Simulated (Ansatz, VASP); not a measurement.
Given: the input of a run of VASP 6.6.1 on KF.

File INCAR:

```
PREC     = Accurate       # precision mode
ENCUT    = 520            # plane-wave cutoff, eV
EDIFF    = 1E-7           # SCF threshold, eV
ISMEAR   = 0              # smearing method
SIGMA    = 0.05           # smearing width, eV
LREAL    = F              # projectors in reciprocal space
LASPH    = T              # aspherical terms in the spheres
NELM     = 100            # most SCF steps
ALGO     = Normal         # electronic algorithm
ISIF     = 2              # what is computed and relaxed
LWAVE    = F              # write WAVECAR
LCHARG   = F              # write CHGCAR
NBANDS   = 15             # bands
```

Contents of KPOINTS:

```
regular mesh
0
Gamma
  9 9 9
```

POSCAR

```
KF
1.0
    3.7785665100      0.0000000000      0.0000000000
    1.8892832550      3.2723345875      0.0000000000
    1.8892832550      1.0907781958      3.0851866362
K F
1 1
Direct
    0.0000000000      0.0000000000      0.0000000000
    0.5000000000      0.5000000000      0.5000000000
```

Potentials or basis: VASP PAW LDA potentials, release 64 (K_sv, F).

Run with:

```bash
$ cat potpaw_LDA.64/K_sv/POTCAR potpaw_LDA.64/F/POTCAR > POTCAR
$ mpirun -np 1 vasp_std > vasp.out
```

Translate it to Ansatz 0.2.0. Potentials there: Ansatz PAW.

As run (the cutoff follows the program's own potentials):

The input input.yaml:

```yaml
crystal:
  lattice:
    - [3.77856651, 0.0, 0.0]
    - [1.889283255, 3.2723345875, 0.0]
    - [1.889283255, 1.0907781958, 3.0851866362]
  atoms:
    - { symbol: K, position: [0.0, 0.0, 0.0] }
    - { symbol: F, position: [0.5, 0.5, 0.5] }
hamiltonian:
  xc: lda
  pseudopotentials: { kind: paw }
kpoints:
  mp_grid: { grid: [9, 9, 9] }
scf:
  occupations: { method: gaussian, width: 0.05 }
output:
  forces: true
  stress: true
  eigenvalues: true
```

Potentials or basis: Ansatz PAW.

Command:

```bash
$ ansatz run input.yaml --threads 1 --pin off --max-ram 3584MiB --backend cpu --events-out ev --progress --plain --runs-dir out
```

Both were run:

|  | VASP | Ansatz | Ansatz less VASP |
| --- | --- | --- | --- |
| gap on the k mesh at the Fermi level (eV) | 5.79 | 5.81 | +0.016 |
| least direct gap on the mesh (eV) | 5.79 | 5.81 | +0.016 |
| pressure (GPa) | -3.4 | -3.5 | -0.09 |

LDA's correlation is that of Perdew and Zunger in VASP and of Perdew and Wang (1992) in Ansatz.

Noted on Ansatz's run: odd divisions of the mesh miss points on the zone boundary, where band edges often lie, so the gap on the mesh can be too wide.
